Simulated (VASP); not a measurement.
# WC (Qusongite) (P-6m2) in VASP: further runs

WC (Qusongite) is run at these levels: PBE; tasks: single point.

Program: VASP 6.6.1. These are calculated values, not measurements. Logs are shortened: lines on timing, memory, paths and dates and some standing lists are left out, and cuts for length are marked.

### Step 1. The cell of the first run

The structure is hexagonal, space group P-6m2 (No. 187). The conventional cell has a = 2.945 Å, b = 2.945 Å, c = 2.874 Å, α = 90.00°, β = 90.00°, γ = 120.00°. W (site symmetry -6m2) has 6 C at 2.23 Å and 2 W at 2.87 Å within 2.9 Å. Within 2.9 Å of C (site symmetry -6m2) lie 6 W at 2.23 Å and 2 C at 2.87 Å.

### Step 2. Single point, PBE

The input, INCAR:

```
PREC     = Accurate       # precision mode
ENCUT    = 520            # plane-wave cutoff, eV
EDIFF    = 1E-6           # SCF threshold, eV
ISMEAR   = -1             # smearing method
SIGMA    = 0.15           # smearing width, eV
LREAL    = F              # projectors in reciprocal space
LASPH    = T              # aspherical terms in the spheres
NELM     = 60             # most SCF steps
ALGO     = Normal         # electronic algorithm
ISIF     = 2              # what is computed and relaxed
LWAVE    = F              # write WAVECAR
LCHARG   = F              # write CHGCAR
GGA      = PE             # functional
NBANDS   = 16             # bands
```

The input, KPOINTS:

```
regular mesh
0
Gamma
  11 11 10
```

The input, POSCAR:

```
WC
1.0
    2.9447478072      0.0000000000      0.0000000000
   -1.4723739036      2.5502235354      0.0000000000
    0.0000000000      0.0000000000      2.8739279649
W C
1 1
Direct
    0.0000000000      0.0000000000      0.0000000000
    0.6666666667      0.3333333333      0.5000000000
```

Potentials or basis: VASP PAW PBE potentials, release 64 (W_sv, C).

Started as:

```
$ cat potpaw_PBE.64/W_sv/POTCAR potpaw_PBE.64/C/POTCAR > POTCAR
$ mpirun -np 1 vasp_std > vasp.out
```

OUTCAR:

```text
PREC = Accurate
   ENCUT = 520
   EDIFF = 1E-6
   ISMEAR = -1
   LREAL = F
   LASPH = T
   NELM = 60
   ISIF = 2
   GGA = PE

 ion  position               nearest neighbor table
   1  0.000  0.000  0.000-   2 2.23   2 2.23   2 2.23   2 2.23   2 2.23   2 2.23
   2  0.667  0.333  0.500-   1 2.23   1 2.23   1 2.23   1 2.23   1 2.23   1 2.23

  LATTYP: Found a hexagonal cell.
 ALAT       =     2.9447478072
 C/A-ratio  =     0.9759504559

  Lattice vectors:

 A1 = (   2.9447478072,   0.0000000000,   0.0000000000)
 A2 = (  -1.4723739036,   2.5502235354,   0.0000000000)
 A3 = (   0.0000000000,   0.0000000000,   2.8739279649)

Analysis of symmetry for initial positions (statically):
=====================================================================
 Subroutine PRICEL returns:
 Original cell was already a primitive cell.

 Routine SETGRP: Setting up the symmetry group for a
 hexagonal supercell.

 Subroutine GETGRP returns: Found 12 space group operations
 (whereof 12 operations were pure point group operations)
 out of a pool of 24 trial point group operations.

The static configuration has the point symmetry D_3h.

Analysis of symmetry for dynamics (positions and initial velocities):
=====================================================================
 Subroutine PRICEL returns:
 Original cell was already a primitive cell.

 Routine SETGRP: Setting up the symmetry group for a
 hexagonal supercell.

 Subroutine GETGRP returns: Found 12 space group operations
 (whereof 12 operations were pure point group operations)
 out of a pool of 24 trial point group operations.

The dynamic configuration has the point symmetry D_3h.

 Subroutine INISYM returns: Found 12 space group operations
 (whereof 12 operations are pure point group operations),
 and found     1 'primitive' translations

----------------------------------------------------------------------------------------

                                     Primitive cell

  volume of cell :      21.5825

  direct lattice vectors                    reciprocal lattice vectors
     2.944747807  0.000000000  0.000000000     0.339587654  0.196061244  0.000000000
    -1.472373904  2.550223535  0.000000000     0.000000000  0.392122489  0.000000000
     0.000000000  0.000000000  2.873927965     0.000000000  0.000000000  0.347955833

  length of vectors
     2.944747807  2.944745319  2.873927965     0.392122158  0.392122489  0.347955833

  position of ions in fractional coordinates (direct lattice)
     0.000000000  0.000000000  0.000000000
     0.666666667  0.333333333  0.500000000

  ion indices of the primitive-cell ions
   primitive index   ion index
                 1           1
                 2           2

----------------------------------------------------------------------------------------

 KPOINTS: regular mesh

Automatic generation of k-mesh.
 Grid dimensions read from file:
 generate k-points for:   11   11   10

 Generating k-lattice:

  Cartesian coordinates                     Fractional coordinates (reciprocal lattice)
     0.030871605  0.017823749  0.000000000     0.090909091  0.000000000  0.000000000
     0.000000000  0.035647499  0.000000000     0.000000000  0.090909091  0.000000000
     0.000000000  0.000000000  0.034795583     0.000000000  0.000000000  0.100000000

  Length of vectors
     0.035647469  0.035647499  0.034795583

  Shift w.r.t. Gamma in fractional coordinates (k-lattice)
     0.000000000  0.000000000  0.000000000

 Subroutine IBZKPT returns following result:
 ===========================================

 Found     96 irreducible k-points:

 Following reciprocal coordinates:
            Coordinates               Weight
  0.000000  0.000000  0.000000      1.000000
  0.090909  0.000000  0.000000      6.000000
  0.181818  0.000000  0.000000      6.000000
  0.272727  0.000000  0.000000      6.000000
  0.363636  0.000000  0.000000      6.000000
  0.454545  0.000000  0.000000      6.000000
[... 16 lines left out ...]
  0.090909  0.090909  0.100000     12.000000
  0.181818  0.090909  0.100000     24.000000
 [... further k-points ...]
   k-points           NKPTS =     96   k-points in BZ     NKDIM =     96   number of bands    NBANDS=     16
   number of dos      NEDOS =    301   number of ions     NIONS =      2
   total plane-waves  NPLWV =  13824
   dimension x,y,z NGX =    24 NGY =   24 NGZ =   24
   dimension x,y,z NGXF=    48 NGYF=   48 NGZF=   48
   ions per type =               1   1
   NGX,Y,Z   is equivalent  to a cutoff of  13.55, 13.55, 13.88 a.u.
   NGXF,Y,Z  is equivalent  to a cutoff of  27.10, 27.10, 27.77 a.u.
 SYSTEM =  unknown system
   PREC   = accura    normal or accurate (medium, high low for compatibility)
   ISTART =      0    job   : 0-new  1-cont  2-samecut
   ICHARG =      2    charge: 1-file 2-atom 10-const
   ISPIN  =      1    spin polarized calculation?
   LNONCOLLINEAR =      F non collinear calculations
   LSORBIT =      F    spin-orbit coupling
   LASPH  =      T    aspherical Exc in radial PAW
   ENCUT  =  520.0 eV  38.22 Ry    6.18 a.u.   5.48  5.48  5.34*2*pi/ulx,y,z
   NELM   =     60;   NELMIN=  2; NELMDL= -5     # of ELM steps
   EDIFF  = 0.1E-05   stopping-criterion for ELM
   LREAL  =      F    real-space projection
   EDIFFG = 0.1E-04   stopping-criterion for IOM
   NSW    =      0    number of steps for IOM
   IBRION =     -1    ionic relax: 0-MD 1-quasi-New 2-CG
   NFREE  =      0    steps in history (QN), initial steepest desc. (CG)
   ISIF   =      2    stress and relaxation
   ISYM   =      2    0-nonsym 1-usesym 2-fastsym
   POTIM  = 0.5000    time-step for ionic-motion
   TEBEG  =    0.0;   TEEND  =   0.0 temperature during run
   PSTRESS=    0.0 pullay stress
   NELECT =      18.0000    total number of electrons
   NUPDOWN=      -1.0000    fix difference up-down
   EMIN   =  10.00;   EMAX   =-10.00  energy-range for DOS
   EFERMI =   0.00;   METHOD = LEGACY
   ISMEAR =    -1;   SIGMA  =   0.15  broadening in eV -4-tet -1-fermi 0-gaus
   EFERMI_NEDOS =   21; number of points for ismear=-14 and -15
   IALGO  =     38    algorithm
   IMIX   =      4    mixing-type and parameters
     AMIX     =   0.40;   BMIX     =  1.00
     AMIX_MAG =   1.60;   BMIX_MAG =  1.00
  volume/ion in A,a.u.               =      10.79        72.82
  Fermi-wavevector in a.u.,A,eV,Ry     =   1.540984  2.912038 32.308844  2.374633
  Thomas-Fermi vector in A             =   2.646994
   LORBIT       =      0    0 simple, 1 ext, 2 COOP (PROOUT), +10 PAW based schemes
   GGA     = PE    functional components
   LHFCALC =     F    Hartree Fock is set to
   AEXX    =    0.0000 exact exchange contribution
   IVDW    =     0    specifies the selected vdW correction
   LEPSILON=     F    determine dielectric tensor
   LRPA    =     F    only Hartree local field effects (RPA)
 non-spin polarized calculation
  energy-cutoff  :      520.00
  volume of cell :       21.58
 maximum number of plane-waves:       605
 NGX is ok and might be reduce to    24
   NGX = 11   NGY = 11   NGZ = 11

 number of electron      18.0000000 magnetization

 Free energy of the ion-electron system (eV)
  ---------------------------------------------------
  ext. energy  EPLUGINS =         0.00000000
  ---------------------------------------------------
  free energy    TOTEN  =       -22.44873468 eV

  energy without entropy =      -22.42548732  energy(sigma->0) =      -22.43711100

 E-fermi :  10.5792     XC(G=0): -13.5824

 val. band max:       10.5537306754   @ k =   0.4545   0.0000   0.5000
 cond. band min:      10.5908110076   @ k =   0.0000   0.0000   0.1000
 fundamental gap:      0.0370803322
 Fermi energy:        10.5792449910

 k-point     1 :       0.0000    0.0000    0.0000
  band No.  band energies     occupation
      1     -63.5583      2.00000
      2     -27.5409      2.00000
      3     -27.4486      2.00000
      4     -27.4485      2.00000
      5      -3.6247      2.00000
      6       6.4324      2.00000
[... 8 lines left out ...]
     15      24.4968      0.00000
     16      26.9069      0.00000

 k-point     2 :       0.0909    0.0000    0.0000
  band No.  band energies     occupation
      1     -63.5544      2.00000
      2     -27.5334      2.00000
      3     -27.5072      2.00000
      4     -27.4619      2.00000
      5      -3.4198      2.00000
      6       6.4697      2.00000
[... 8 lines left out ...]
     15      24.1478      0.00000
     16      27.3402      0.00000

 k-point     3 :       0.1818    0.0000    0.0000
  band No.  band energies     occupation
      1     -63.5441      2.00000
      2     -27.6621      2.00000
      3     -27.5133      2.00000
      4     -27.4977      2.00000
      5      -2.8452      2.00000
      6       5.9064      2.00000
[... 8 lines left out ...]
     15      23.9252      0.00000
     16      28.5115      0.00000

 k-point     4 :       0.2727    0.0000    0.0000
  band No.  band energies     occupation
      1     -63.5306      2.00000
      2     -27.8598      2.00000
      3     -27.5441      2.00000
      4     -27.4867      2.00000
      5      -2.0176      2.00000
      6       4.9998      2.00000
[... 8 lines left out ...]
     15      24.5071      0.00000
     16      27.9067      0.00000
[... 324 lines left out ...]
 k-point    22 :       0.4545    0.0000    0.1000
  band No.  band energies     occupation
      1     -63.5077      2.00000
      2     -28.1305      2.00000
      3     -27.6049      2.00000
      4     -27.5067      2.00000
      5      -0.4330      2.00000
      6       3.7135      2.00000
[... 8 lines left out ...]
     15      23.0665      0.00000
     16      27.7387      0.00000

 k-point    23 :       0.0909    0.0909    0.1000
  band No.  band energies     occupation
      1     -63.5441      2.00000
      2     -27.6062      2.00000
      3     -27.5804      2.00000
      4     -27.4844      2.00000
      5      -2.8209      2.00000
      6       6.2531      2.00000
[... 8 lines left out ...]
     15      23.8498      0.00000
     16      27.7257      0.00000

 k-point    24 :       0.1818    0.0909    0.1000
  band No.  band energies     occupation
      1     -63.5323      2.00000
      2     -27.7707      2.00000
      3     -27.5577      2.00000
      4     -27.5341      2.00000
      5      -2.1463      2.00000
      6       5.4815      2.00000
[... 8 lines left out ...]
     15      23.8249      0.00000
     16      27.9005      0.00000

 [... further k-points ...]
[... 5 lines left out ...]
  --------------------------------------------------------------------------------------
  -------------------------------------------------------------------------------------
  Total       -0.9806837     -0.9806815     -1.3653039      0.0000000      0.0000000      0.0000000
  in kB      -72.8009940    -72.8008300   -101.3532524      0.0000000      0.0000000      0.0000000
  external PRESSURE =     -82.3183588 kB  Pullay stress =       0.0000000 kB

 VOLUME and BASIS-vectors are now :
 -----------------------------------------------------------------------------
  energy-cutoff  :      520.00
  volume of cell :       21.58
      direct lattice vectors                 reciprocal lattice vectors
     2.944747807  0.000000000  0.000000000     0.339587654  0.196061244  0.000000000
    -1.472373904  2.550223535  0.000000000     0.000000000  0.392122489  0.000000000
     0.000000000  0.000000000  2.873927965     0.000000000  0.000000000  0.347955833

 POSITION                                       TOTAL-FORCE (eV/Angst)
 -----------------------------------------------------------------------------------
      0.00000      0.00000      0.00000         0.000000      0.000000      0.000000
      1.47237      0.85007      1.43696        -0.000000     -0.000000      0.000000
 -----------------------------------------------------------------------------------
    total drift:                               -0.000000     -0.000011      0.000000

  FREE ENERGIE OF THE ION-ELECTRON SYSTEM (eV)
  ---------------------------------------------------
  free  energy   TOTEN  =       -22.4487346772 eV

  energy  without entropy=      -22.4254873175  energy(sigma->0) =      -22.43711100
```

Run time: 18 s. Hardware: 1 thread of Intel Xeon Platinum 8375C at 2.90GHz (Ice Lake), shared host; peak memory 0.16 GiB.

Results:

- Free energy: -22.4487 eV
- Pressure: -8.2 GPa
- Band gap on the k mesh: zero (band 9 reaches 11.16 eV, above the bottom of band 10 at 9.99 eV)

Caveat: spin-orbit coupling is left out, which moves the levels of the heavy elements.

### Step 3. Single point, PBE

This run uses another cell than the first one, of 11.00 Å³/atom, 1.019 times its volume.

The input, INCAR:

```
  PREC = Accurate
  ENCUT = 520
  EDIFF = 1E-7
  ISMEAR = -1
  SIGMA = 0.15
  LREAL = F
  LASPH = T
  NELM = 100
  ALGO = Normal
  ISIF = 2
  LWAVE = F
  LCHARG = F
  GGA = PE
  NBANDS = 16
```

KPOINTS is that of step 2.

The input, POSCAR:

```
WC
1.0
    2.9635046684      0.0000000000      0.0000000000
   -1.4817523342      2.5664674353      0.0000000000
    0.0000000000      0.0000000000      2.8922337321
W C
1 1
Direct
    0.0000000000      0.0000000000      0.0000000000
    0.6666666667      0.3333333333      0.5000000000
```

Potentials or basis: VASP PAW PBE potentials, release 64 (W_sv, C).

Started as:

```
$ cat potpaw_PBE.64/W_sv/POTCAR potpaw_PBE.64/C/POTCAR > POTCAR
$ mpirun -np 1 vasp_std > vasp.out
```

OUTCAR:

```text
PREC = Accurate
   ENCUT = 520
   EDIFF = 1E-7
   ISMEAR = -1
   LREAL = F
   LASPH = T
   NELM = 100
   ISIF = 2
   GGA = PE

 ion  position               nearest neighbor table
   1  0.000  0.000  0.000-   2 2.24   2 2.24   2 2.24   2 2.24   2 2.24   2 2.24
   2  0.667  0.333  0.500-   1 2.24   1 2.24   1 2.24   1 2.24   1 2.24   1 2.24

  LATTYP: Found a hexagonal cell.
 ALAT       =     2.9635046684
 C/A-ratio  =     0.9759504559

  Lattice vectors:

 A1 = (   2.9635046684,   0.0000000000,   0.0000000000)
 A2 = (  -1.4817523342,   2.5664674353,   0.0000000000)
 A3 = (   0.0000000000,   0.0000000000,   2.8922337321)

Analysis of symmetry for initial positions (statically):
=====================================================================
 Subroutine PRICEL returns:
 Original cell was already a primitive cell.

 Routine SETGRP: Setting up the symmetry group for a
 hexagonal supercell.

 Subroutine GETGRP returns: Found 12 space group operations
 (whereof 12 operations were pure point group operations)
 out of a pool of 24 trial point group operations.

The static configuration has the point symmetry D_3h.

Analysis of symmetry for dynamics (positions and initial velocities):
=====================================================================
 Subroutine PRICEL returns:
 Original cell was already a primitive cell.

 Routine SETGRP: Setting up the symmetry group for a
 hexagonal supercell.

 Subroutine GETGRP returns: Found 12 space group operations
 (whereof 12 operations were pure point group operations)
 out of a pool of 24 trial point group operations.

The dynamic configuration has the point symmetry D_3h.

 Subroutine INISYM returns: Found 12 space group operations
 (whereof 12 operations are pure point group operations),
 and found     1 'primitive' translations

[... 106 lines left out ...]
   NUPDOWN=      -1.0000    fix difference up-down
   EMIN   =  10.00;   EMAX   =-10.00  energy-range for DOS
   EFERMI =   0.00;   METHOD = LEGACY
   ISMEAR =    -1;   SIGMA  =   0.15  broadening in eV -4-tet -1-fermi 0-gaus
   EFERMI_NEDOS =   21; number of points for ismear=-14 and -15
   IALGO  =     38    algorithm
   IMIX   =      4    mixing-type and parameters
     AMIX     =   0.40;   BMIX     =  1.00
     AMIX_MAG =   1.60;   BMIX_MAG =  1.00
  volume/ion in A,a.u.               =      11.00        74.22
  Fermi-wavevector in a.u.,A,eV,Ry     =   1.531231  2.893607 31.901155  2.344669
  Thomas-Fermi vector in A             =   2.638604
   LORBIT       =      0    0 simple, 1 ext, 2 COOP (PROOUT), +10 PAW based schemes
   GGA     = PE    functional components
   LHFCALC =     F    Hartree Fock is set to
   AEXX    =    0.0000 exact exchange contribution
   IVDW    =     0    specifies the selected vdW correction
   LEPSILON=     F    determine dielectric tensor
   LRPA    =     F    only Hartree local field effects (RPA)
 non-spin polarized calculation
  energy-cutoff  :      520.00
  volume of cell :       22.00
 maximum number of plane-waves:       611
 NGX is ok and might be reduce to    24
   NGX = 11   NGY = 11   NGZ = 11

 number of electron      18.0000001 magnetization

 Free energy of the ion-electron system (eV)
  ---------------------------------------------------
  ext. energy  EPLUGINS =         0.00000000
  ---------------------------------------------------
  free energy    TOTEN  =       -22.41921908 eV

  energy without entropy =      -22.39551614  energy(sigma->0) =      -22.40736761

 E-fermi :  10.3152     XC(G=0): -13.4777

 val. band max:       10.2659835701   @ k =   0.4545  -0.0000   0.5000
 cond. band min:      10.3258455007   @ k =   0.0000   0.0000   0.1000
 fundamental gap:      0.0598619306
 Fermi energy:        10.3152439945

 k-point     1 :       0.0000    0.0000    0.0000
  band No.  band energies     occupation
      1     -63.8629      2.00000
      2     -27.8452      2.00000
      3     -27.7578      2.00000
      4     -27.7578      2.00000
      5      -3.7424      2.00000
      6       6.2715      2.00000
[... 433 lines left out ...]
      3     -27.8611      2.00000
      4     -27.8377      2.00000
      5      -2.2986      2.00000
      6       5.3172      2.00000
[... 8 lines left out ...]
     15      23.4405      0.00000
     16      27.4298      0.00000

 [... further k-points ...]
[... 5 lines left out ...]
  --------------------------------------------------------------------------------------
  -------------------------------------------------------------------------------------
  Total       -1.8320451     -1.8320410     -2.3587578      0.0000000     -0.0000000      0.0000000
  in kB     -133.4356855   -133.4353848   -171.7984207      0.0000000     -0.0000000      0.0000000
  external PRESSURE =    -146.2231636 kB  Pullay stress =       0.0000000 kB

 VOLUME and BASIS-vectors are now :
 -----------------------------------------------------------------------------
  energy-cutoff  :      520.00
  volume of cell :       22.00
      direct lattice vectors                 reciprocal lattice vectors
     2.963504668  0.000000000  0.000000000     0.337438308  0.194820317  0.000000000
    -1.481752334  2.566467435  0.000000000     0.000000000  0.389640635  0.000000000
     0.000000000  0.000000000  2.892233732     0.000000000  0.000000000  0.345753522

 POSITION                                       TOTAL-FORCE (eV/Angst)
 -----------------------------------------------------------------------------------
      0.00000      0.00000      0.00000        -0.000000      0.000000      0.000000
      1.48175      0.85549      1.44612         0.000000     -0.000000      0.000000
 -----------------------------------------------------------------------------------
    total drift:                               -0.000000     -0.000010      0.000000

  FREE ENERGIE OF THE ION-ELECTRON SYSTEM (eV)
  ---------------------------------------------------
  free  energy   TOTEN  =       -22.4192190839 eV

  energy  without entropy=      -22.3955161395  energy(sigma->0) =      -22.40736761
```

Run time: 19 s. Hardware: 1 thread of Intel Xeon Platinum 8375C at 2.90GHz (Ice Lake), shared host; peak memory 0.16 GiB.

Results:

* Free energy: -22.4192 eV
* Pressure: -14.6 GPa
* Band gap on the k mesh: zero (band 9 reaches 10.90 eV, above the bottom of band 10 at 9.74 eV)

Stress tensor (GPa, compression positive):
```
-13.34   0.00   0.00
  0.00 -13.34   0.00
  0.00   0.00 -17.18
```

Levels at points of the mesh, in eV from the Fermi level:
```tsv
k point	band 6	band 7	band 8	band 9	band 10	band 11	band 12	band 13
(0.00, 0.00, 0.00)	-4.04	-3.15	-3.15	0.03	2.92	2.92	5.25	5.25
(0.00, 0.00, 0.50)	-8.33	-1.92	-1.92	-0.57	-0.57	3.37	4.31	4.31
```

Caveat: spin-orbit coupling is left out, which moves the levels of the heavy elements.
